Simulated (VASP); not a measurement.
Here is a VASP 6.6.1 calculation.

File INCAR:

```
  ALGO = Normal
  EDIFF = 1E-6
  ENCUT = 500
  GGA = PE
  GGA_COMPAT = F
  ISIF = 2
  ISMEAR = 0
  LASPH = T
  LCHARG = F
  LREAL = F
  LWAVE = F
  NBANDS = 8
  NELM = 120
  PREC = Accurate
  SIGMA = 0.1
```

The input KPOINTS:

```
k-points
0
Gamma
  18 18 18
```

POSCAR

```
Al
1.0
    0.0000000000      1.9580778528      1.9580778528
    1.9580778528      0.0000000000      1.9580778528
    1.9580778528      1.9580778528      0.0000000000
Al
1
Direct
    0.0000000000      0.0000000000      0.0000000000
```

Potentials or basis: VASP PAW PBE potentials, release 64 (Al).

Launch:

```bash
$ cat potpaw_PBE.64/Al/POTCAR > POTCAR
$ mpirun -np 1 vasp_std > vasp.out
```

**Question.** What does it give for the pressure?

**Answer.** 8.9 GPa.
